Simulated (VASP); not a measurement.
Set up this calculation in VASP 6.6.1, as the native input.

- Task: single point
- Functional: PBEsol
- Potentials or basis: VASP PAW PBE potentials, release 64 (C_h)
- Cutoff: 1300 eV
- k mesh: 9 × 9 × 6
- Occupations: gaussian, width 0.02 eV
- Spin: no spin polarisation
- Dipole correction: no
- Further INCAR settings: ALGO = Normal; EDIFF = 1e-06; NBANDS = 16

The structure of C lies in POSCAR:

```
C
1.0
    2.4612466107      0.0000000000      0.0000000000
   -1.2306233054      2.1315020899      0.0000000000
    0.0000000000      0.0000000000      4.1627789741
C
4
Direct
    0.3333333333      0.6666666667      0.0000573180
    0.6666666667      0.3333333333      0.5000573180
    0.3333333333      0.6666666667      0.3739426820
    0.6666666667      0.3333333333      0.8739426820
```

This cell differs from its parent crystal: strained cell.

These files were run (other wordings do the same):

INCAR

```
  PREC = Accurate
  ENCUT = 1300
  EDIFF = 1E-6
  ISMEAR = 0
  SIGMA = 0.02
  LREAL = False
  LASPH = True
  NELM = 120
  ALGO = Normal
  ISIF = 2
  LWAVE = False
  LCHARG = False
  GGA = PS
  NBANDS = 16
  GGA_COMPAT = False
```

KPOINTS

```
regular mesh
0
Gamma
  9 9 6
```

Potentials or basis: VASP PAW PBE potentials, release 64 (C_h).

Run with:

```sh
$ cat potpaw_PBE.64/C_h/POTCAR > POTCAR
$ mpirun -np 1 vasp_std > vasp.out
```

Results of the run:

| Property | Result |
| --- | --- |
| Pressure | 14.4 GPa |
| Band gap on the k mesh | 2.88 eV (least direct gap 4.96 eV) |

Caveat: the cell differs from its parent crystal (strained cell); the stress differs along the axes, from 0 to 22 GPa; the PAW data sets were made with another functional, which shifts forces and pressure a little.

Wall time 37 s on 1 thread of AMD EPYC 7R13 Processor (Zen 3) (shared host), peak memory 0.18 GiB.
